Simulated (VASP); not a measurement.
# Ti (I4/mmm) in VASP: notebook

Runs on Ti. Level: r2SCAN. Tasks: single point.

All numbers are computed with VASP 6.6.1; they aren't measurements. Logs are shortened: lines on timing, memory, paths and dates and some standing lists are left out, and cuts for length are marked.

**1. The cell of the first run**

The structure is tetragonal, space group I4/mmm (No. 139). The conventional cell has a = 2.641 Å, b = 2.641 Å, c = 4.060 Å, α = 90.00°, β = 90.00°, γ = 90.00°. Ti (site symmetry 4/mmm) has 12 Ti at 2.64 to 2.76 Å within 3.5 Å.

**2. Single point, r2SCAN (strain -0.080 along x and y, +0.000 along z)**

File POSCAR:

```
Ti
1.0
    0.0000000000      1.8676000000      2.0300000000
    1.8676000000      0.0000000000      2.0300000000
    1.8676000000      1.8676000000      0.0000000000
Ti
1
Direct
    0.0000000000      0.0000000000      0.0000000000
```

File INCAR.step1:

```
SYSTEM = Ti
ALGO = Normal
EDIFF = 1E-4
ENCUT = 520
GGA = PE
ISMEAR = 0
LASPH = .True.
LCHARG = .False.
LREAL = .False.
LWAVE = .True.
NBANDS = 12
NELM = 60
PREC = Accurate
SIGMA = 0.15
```

File INCAR.step2:

```
SYSTEM = Ti
ALGO = Normal
EDIFF = 1E-6
ENCUT = 520
ISIF = 2
ISMEAR = 0
ISTART = 1
LASPH = .True.
LCHARG = .False.
LMIXTAU = .True.
LREAL = .False.
LWAVE = .False.
METAGGA = R2SCAN
NBANDS = 12
NELM = 60
PREC = Accurate
SIGMA = 0.15
```

File KPOINTS:

```
k-points
0
Gamma
  20 20 20
  0 0 0
```

Potentials or basis: VASP PAW PBE potentials, release 64 (Ti_sv).

Launch:

```sh
$ cat potpaw_PBE.64/Ti_sv/POTCAR > POTCAR
$ cp INCAR.step1 INCAR
$ mpirun -np 1 vasp_std > vasp.out
$ cp INCAR.step2 INCAR
$ mpirun -np 1 vasp_std > vasp.out
```

OUTCAR:

```text
SYSTEM = Ti
   EDIFF = 1E-6
   ENCUT = 520
   ISIF = 2
   ISMEAR = 0
   ISTART = 1
   LASPH = .True.
   LREAL = .False.
   METAGGA = R2SCAN
   NELM = 60
   PREC = Accurate

 ion  position               nearest neighbor table
   1  0.000  0.000  0.000-

  LATTYP: Found a body centered tetragonal cell.
 ALAT       =     2.6411852491
 C/A-ratio  =     1.5371886548

  Lattice vectors:

 A1 = (  -1.8676000000,   0.0000000000,   2.0300000000)
 A2 = (   1.8676000000,   0.0000000000,   2.0300000000)
 A3 = (   0.0000000000,   1.8676000000,  -2.0300000000)

Analysis of symmetry for initial positions (statically):
=====================================================================
 Subroutine PRICEL returns:
 Original cell was already a primitive cell.

 Routine SETGRP: Setting up the symmetry group for a
 body centered tetragonal supercell.

 Subroutine GETGRP returns: Found 16 space group operations
 (whereof 16 operations were pure point group operations)
 out of a pool of 16 trial point group operations.

The static configuration has the point symmetry D_4h.

Analysis of symmetry for dynamics (positions and initial velocities):
=====================================================================
 Subroutine PRICEL returns:
 Original cell was already a primitive cell.

 Routine SETGRP: Setting up the symmetry group for a
 body centered tetragonal supercell.

 Subroutine GETGRP returns: Found 16 space group operations
 (whereof 16 operations were pure point group operations)
 out of a pool of 16 trial point group operations.

The dynamic configuration has the point symmetry D_4h.

 Subroutine INISYM returns: Found 16 space group operations
 (whereof 16 operations are pure point group operations),
 and found     1 'primitive' translations

----------------------------------------------------------------------------------------

                                     Primitive cell

  volume of cell :      14.1610

  direct lattice vectors                    reciprocal lattice vectors
     0.000000000  1.867600000  2.030000000    -0.267723281  0.267723281  0.246305419
     1.867600000  0.000000000  2.030000000     0.267723281 -0.267723281  0.246305419
     1.867600000  1.867600000  0.000000000     0.267723281  0.267723281 -0.246305419

  length of vectors
     2.758410731  2.758410731  2.641185249     0.451683374  0.451683374  0.451683374

  position of ions in fractional coordinates (direct lattice)
     0.000000000  0.000000000  0.000000000

  ion indices of the primitive-cell ions
   primitive index   ion index
                 1           1

----------------------------------------------------------------------------------------

 KPOINTS: k-points

Automatic generation of k-mesh.
 Grid dimensions read from file:
 generate k-points for:   20   20   20

 Generating k-lattice:

  Cartesian coordinates                     Fractional coordinates (reciprocal lattice)
    -0.013386164  0.013386164  0.012315271     0.050000000 -0.000000000  0.000000000
     0.013386164 -0.013386164  0.012315271    -0.000000000  0.050000000  0.000000000
     0.013386164  0.013386164 -0.012315271     0.000000000  0.000000000  0.050000000

  Length of vectors
     0.022584169  0.022584169  0.022584169

  Shift w.r.t. Gamma in fractional coordinates (k-lattice)
     0.000000000  0.000000000  0.000000000

 Subroutine IBZKPT returns following result:
 ===========================================

 Found    641 irreducible k-points:

 Following reciprocal coordinates:
            Coordinates               Weight
  0.000000  0.000000  0.000000      1.000000
  0.050000 -0.000000  0.000000      8.000000
  0.100000 -0.000000  0.000000      8.000000
  0.150000 -0.000000  0.000000      8.000000
  0.200000 -0.000000  0.000000      8.000000
  0.250000 -0.000000  0.000000      8.000000
[... 16 lines left out ...]
 -0.400000  0.050000  0.000000      8.000000
 -0.350000  0.050000  0.000000      8.000000
 [... further k-points ...]
   k-points           NKPTS =    641   k-points in BZ     NKDIM =    641   number of bands    NBANDS=     12
   number of dos      NEDOS =    301   number of ions     NIONS =      1
   total plane-waves  NPLWV =  11520
   dimension x,y,z NGX =    24 NGY =   24 NGZ =   20
   dimension x,y,z NGXF=    48 NGYF=   48 NGZF=   40
   ions per type =               1
   NGX,Y,Z   is equivalent  to a cutoff of  14.46, 14.46, 12.59 a.u.
   NGXF,Y,Z  is equivalent  to a cutoff of  28.93, 28.93, 25.18 a.u.
 SYSTEM =  Ti
   PREC   = accura    normal or accurate (medium, high low for compatibility)
   ISTART =      1    job   : 0-new  1-cont  2-samecut
   ICHARG =      0    charge: 1-file 2-atom 10-const
   ISPIN  =      1    spin polarized calculation?
   LNONCOLLINEAR =      F non collinear calculations
   LSORBIT =      F    spin-orbit coupling
   LASPH  =      T    aspherical Exc in radial PAW
   ENCUT  =  520.0 eV  38.22 Ry    6.18 a.u.   5.13  5.13  4.91*2*pi/ulx,y,z
   NELM   =     60;   NELMIN=  2; NELMDL=  0     # of ELM steps
   EDIFF  = 0.1E-05   stopping-criterion for ELM
   LREAL  =      F    real-space projection
   EDIFFG = 0.1E-04   stopping-criterion for IOM
   NSW    =      0    number of steps for IOM
   IBRION =     -1    ionic relax: 0-MD 1-quasi-New 2-CG
   NFREE  =      0    steps in history (QN), initial steepest desc. (CG)
   ISIF   =      2    stress and relaxation
   ISYM   =      2    0-nonsym 1-usesym 2-fastsym
   POTIM  = 0.5000    time-step for ionic-motion
   TEBEG  =    0.0;   TEEND  =   0.0 temperature during run
   PSTRESS=    0.0 pullay stress
   NELECT =      12.0000    total number of electrons
   NUPDOWN=      -1.0000    fix difference up-down
   EMIN   =  10.00;   EMAX   =-10.00  energy-range for DOS
   EFERMI =   0.00;   METHOD = LEGACY
   ISMEAR =     0;   SIGMA  =   0.15  broadening in eV -4-tet -1-fermi 0-gaus
   EFERMI_NEDOS =   21; number of points for ismear=-14 and -15
   IALGO  =     38    algorithm
   IMIX   =      4    mixing-type and parameters
     AMIX     =   0.40;   BMIX     =  1.00
     AMIX_MAG =   1.60;   BMIX_MAG =  1.00
  volume/ion in A,a.u.               =      14.16        95.56
  Fermi-wavevector in a.u.,A,eV,Ry     =   1.549188  2.927540 32.653737  2.399982
  Thomas-Fermi vector in A             =   2.654030
   LORBIT       =      0    0 simple, 1 ext, 2 COOP (PROOUT), +10 PAW based schemes
   METAGGA = R2SCAN    functional components
   LHFCALC =     F    Hartree Fock is set to
   AEXX    =    0.0000 exact exchange contribution
   IVDW    =     0    specifies the selected vdW correction
   LEPSILON=     F    determine dielectric tensor
   LRPA    =     F    only Hartree local field effects (RPA)
 non-spin polarized calculation
 Gauss-broadening in eV      SIGMA  =   0.15
  energy-cutoff  :      520.00
  volume of cell :       14.16
 maximum number of plane-waves:       396
 NGX is ok and might be reduce to    24
   NGX = 11   NGY = 11   NGZ =  9

 number of electron      11.9999999 magnetization

 Free energy of the ion-electron system (eV)
  ---------------------------------------------------
  ext. energy  EPLUGINS =         0.00000000
  ---------------------------------------------------
  free energy    TOTEN  =       -12.59856300 eV

  energy without entropy =      -12.58287033  energy(sigma->0) =      -12.59071667

 E-fermi :  10.6029     XC(G=0): -13.4984

 val. band max:       10.6020867745   @ k =  -0.3000  -0.0000   0.2500
 cond. band min:      10.6047163807   @ k =   0.2500   0.1000   0.0500
 fundamental gap:      0.0026296062
 Fermi energy:        10.6029147326

 k-point     1 :       0.0000    0.0000    0.0000
  band No.  band energies     occupation
      1     -48.1082      2.00000
      2     -22.5863      2.00000
      3     -22.5693      2.00000
      4     -22.5693      2.00000
      5       3.7962      2.00000
      6      11.1972      0.00000
      7      12.0561      0.00000
      8      12.0561      0.00000
      9      13.4632      0.00000
     10      14.5192      0.00000
     11      27.6539      0.00000
     12      31.6827      0.00000

 k-point     2 :       0.0500   -0.0000    0.0000
  band No.  band energies     occupation
      1     -48.1013      2.00000
      2     -22.6105      2.00000
      3     -22.5853      2.00000
      4     -22.5716      2.00000
      5       3.8993      2.00000
      6      11.2111      0.00000
      7      12.0044      0.00000
      8      12.0960      0.00000
      9      13.4464      0.00000
     10      14.4791      0.00000
     11      27.7782      0.00000
     12      31.5686      0.00000

 k-point     3 :       0.1000   -0.0000    0.0000
  band No.  band energies     occupation
      1     -48.0810      2.00000
      2     -22.7087      2.00000
      3     -22.6031      2.00000
      4     -22.5782      2.00000
      5       4.2006      2.00000
      6      11.2127      0.00000
      7      11.8895      0.00000
      8      12.2068      0.00000
      9      13.4195      0.00000
     10      14.3728      0.00000
     11      28.0962      0.00000
     12      30.8734      0.00000
[... 286 lines left out ...]
 k-point    23 :      -0.4000    0.0500    0.0000
  band No.  band energies     occupation
      1     -47.8319      2.00000
      2     -23.8313      2.00000
      3     -22.8142      2.00000
      4     -22.6501      2.00000
      5       7.4094      2.00000
      6      11.1937      0.00000
      7      11.2558      0.00000
      8      12.1668      0.00000
      9      14.9430      0.00000
     10      15.6608      0.00000
     11      22.4134      0.00000
     12      26.9618      0.00000

 k-point    24 :      -0.3500    0.0500    0.0000
  band No.  band energies     occupation
      1     -47.8596      2.00000
      2     -23.7149      2.00000
      3     -22.7939      2.00000
      4     -22.6369      2.00000
      5       7.2376      2.00000
      6      10.8173      0.04330
      7      11.3388      0.00000
      8      12.2796      0.00000
      9      14.6312      0.00000
     10      15.3154      0.00000
     11      23.4180      0.00000
     12      27.4047      0.00000

 [... further k-points ...]
[... 5 lines left out ...]
  --------------------------------------------------------------------------------------
  -------------------------------------------------------------------------------------
  Total        2.8613077      2.8613077      2.7376672      0.0000000      0.0000000      0.0000000
  in kB      323.7288353    323.7288353    309.7401218      0.0000000      0.0000000      0.0000000
  external PRESSURE =     319.0659308 kB  Pullay stress =       0.0000000 kB

 VOLUME and BASIS-vectors are now :
 -----------------------------------------------------------------------------
  energy-cutoff  :      520.00
  volume of cell :       14.16
      direct lattice vectors                 reciprocal lattice vectors
     0.000000000  1.867600000  2.030000000    -0.267723281  0.267723281  0.246305419
     1.867600000  0.000000000  2.030000000     0.267723281 -0.267723281  0.246305419
     1.867600000  1.867600000  0.000000000     0.267723281  0.267723281 -0.246305419

 POSITION                                       TOTAL-FORCE (eV/Angst)
 -----------------------------------------------------------------------------------
      0.00000      0.00000      0.00000         0.000000      0.000000      0.000000
 -----------------------------------------------------------------------------------
    total drift:                                0.000000      0.000000     -0.000000

  FREE ENERGIE OF THE ION-ELECTRON SYSTEM (eV)
  ---------------------------------------------------
  free  energy   TOTEN  =       -12.5985630018 eV

  energy  without entropy=      -12.5828703331  energy(sigma->0) =      -12.59071667
```

Run time: 1.9 min. Hardware: 1 thread of Intel Xeon 6975P-C (Granite Rapids), shared host; peak memory 0.22 GiB.

Results:

| Item | Value |
| --- | --- |
| Free energy | -12.5986 eV |
| Pressure | 31.9 GPa |
| Band gap on the k mesh | zero (band 6 reaches 11.51 eV, above the bottom of band 7 at 9.81 eV) |

Levels at points of the mesh, in eV from the Fermi level:
```
           k point  band 2  band 3  band 4  band 5  band 6  band 7  band 8  band 9  band 10  band 11
(0.00, 0.00, 0.00)  -33.19  -33.17  -33.17   -6.81    0.59    1.45    1.45    2.86     3.92    17.05
(0.50, 0.00, 0.00)  -34.52  -33.41  -33.26   -3.21    0.55    1.21    1.45    4.65     5.01    11.11
(0.50, 0.50, 0.00)  -34.39  -33.52  -33.52   -3.43   -2.24    2.81    4.94    5.15     5.15    12.67
(0.50, 0.00, 0.50)  -34.41  -33.79  -33.57   -3.54   -2.50    4.72    4.80    4.80     5.53    13.49
```

Caveat: the cell differs from its parent crystal (strain -0.080 along x and y, +0.000 along z); the PAW data sets were made with another functional, which shifts forces and pressure a little.

**3. Single point, r2SCAN (strain -0.040 along x and y, -0.080 along z)**

File POSCAR:

```
Ti
1.0
    0.0000000000      1.9488000000      1.8676000000
    1.9488000000      0.0000000000      1.8676000000
    1.9488000000      1.9488000000      0.0000000000
Ti
1
Direct
    0.0000000000      0.0000000000      0.0000000000
```

File INCAR.step1:

```
  PREC = Accurate
  ENCUT = 520
  ISMEAR = 0
  SIGMA = 0.15
  LREAL = F
  LASPH = T
  NELM = 100
  NBANDS = 12
  GGA = PE
  ALGO = Normal
  EDIFF = 1E-4
  LWAVE = T
  LCHARG = F
```

File INCAR.step2:

```
  PREC = Accurate
  ENCUT = 520
  EDIFF = 1E-7
  ISMEAR = 0
  SIGMA = 0.15
  LREAL = F
  LASPH = T
  NELM = 100
  ALGO = Normal
  ISIF = 2
  LWAVE = F
  LCHARG = F
  METAGGA = R2SCAN
  LMIXTAU = T
  NBANDS = 12
  ISTART = 1
```

File KPOINTS:

```
Automatic mesh
0
Gamma
  20 20 20
```

Potentials or basis: VASP PAW PBE potentials, release 64 (Ti_sv).

Launch:

```sh
$ cat potpaw_PBE.64/Ti_sv/POTCAR > POTCAR
$ cp INCAR.step1 INCAR
$ mpirun -np 1 vasp_std > vasp.out
$ cp INCAR.step2 INCAR
$ mpirun -np 1 vasp_std > vasp.out
```

OUTCAR:

```text
PREC = Accurate
   ENCUT = 520
   EDIFF = 1E-7
   ISMEAR = 0
   LREAL = F
   LASPH = T
   NELM = 100
   ISIF = 2
   METAGGA = R2SCAN
   ISTART = 1

 ion  position               nearest neighbor table
   1  0.000  0.000  0.000-

  LATTYP: Found a body centered tetragonal cell.
 ALAT       =     2.7560193904
 C/A-ratio  =     1.3552879973

  Lattice vectors:

 A1 = (   0.0000000000,  -1.9488000000,  -1.8676000000)
[... 530 lines left out ...]
      2     -23.6935      2.00000
      3     -22.7515      2.00000
      4     -22.7372      2.00000
      5       7.1800      2.00000
      6      10.8047      0.05611
      7      11.5865      0.00000
      8      11.9276      0.00000
      9      14.6949      0.00000
     10      15.1297      0.00000
     11      23.4860      0.00000
     12      27.6439      0.00000

 [... further k-points ...]
[... 5 lines left out ...]
  --------------------------------------------------------------------------------------
  -------------------------------------------------------------------------------------
  Total        2.7665825      2.7665825      2.8711059      0.0000000      0.0000000      0.0000000
  in kB      312.4681854    312.4681854    324.2734492      0.0000000      0.0000000      0.0000000
  external PRESSURE =     316.4032734 kB  Pullay stress =       0.0000000 kB

 VOLUME and BASIS-vectors are now :
 -----------------------------------------------------------------------------
  energy-cutoff  :      520.00
  volume of cell :       14.19
      direct lattice vectors                 reciprocal lattice vectors
     0.000000000  1.948800000  1.867600000    -0.256568144  0.256568144  0.267723281
     1.948800000  0.000000000  1.867600000     0.256568144 -0.256568144  0.267723281
     1.948800000  1.948800000  0.000000000     0.256568144  0.256568144 -0.267723281

 POSITION                                       TOTAL-FORCE (eV/Angst)
 -----------------------------------------------------------------------------------
      0.00000      0.00000      0.00000         0.000000      0.000000      0.000000
 -----------------------------------------------------------------------------------
    total drift:                                0.000000      0.000000      0.000000

  FREE ENERGIE OF THE ION-ELECTRON SYSTEM (eV)
  ---------------------------------------------------
  free  energy   TOTEN  =       -12.6064950780 eV

  energy  without entropy=      -12.5925462359  energy(sigma->0) =      -12.59952066
```

OUTCAR.step1:

```text
PREC = Accurate
   ENCUT = 520
   ISMEAR = 0
   LREAL = F
   LASPH = T
[... 576 lines left out ...]

 POSITION                                       TOTAL-FORCE (eV/Angst)
 -----------------------------------------------------------------------------------
      0.00000      0.00000      0.00000         0.000000     -0.000000      0.000000
 -----------------------------------------------------------------------------------
    total drift:                                0.000000      0.000000      0.000000

  FREE ENERGIE OF THE ION-ELECTRON SYSTEM (eV)
  ---------------------------------------------------
  free  energy   TOTEN  =        -7.5278827731 eV

  energy  without entropy=       -7.5127261743  energy(sigma->0) =       -7.52030447
```

It took 3 min on 1 thread of Intel Xeon 6975P-C (Granite Rapids), shared host; peak memory 0.21 GiB.

Results:

| Quantity | Value |
| --- | --- |
| Free energy | -12.6065 eV |
| Pressure | 31.6 GPa |
| Band gap on the k mesh | zero (band 6 reaches 11.65 eV, above the bottom of band 7 at 9.99 eV) |

Levels at points of the mesh, in eV from the Fermi level:
```tsv
k point	band 4	band 5	band 6	band 7	band 8	band 9
(0.00, 0.00, 0.00)	-33.20	-6.83	0.99	0.99	1.38	3.17
(0.50, 0.00, 0.00)	-33.32	-3.22	0.72	1.16	1.22	4.70
(0.50, 0.50, 0.00)	-33.70	-3.54	-2.58	4.70	4.85	5.16
(0.50, 0.00, 0.50)	-33.57	-3.50	-2.39	3.68	4.85	4.99
```

Caveat: the cell differs from its parent crystal (strain -0.040 along x and y, -0.080 along z); the PAW data sets were made with another functional, which shifts forces and pressure a little.

(Continued in part 2 of 2.)
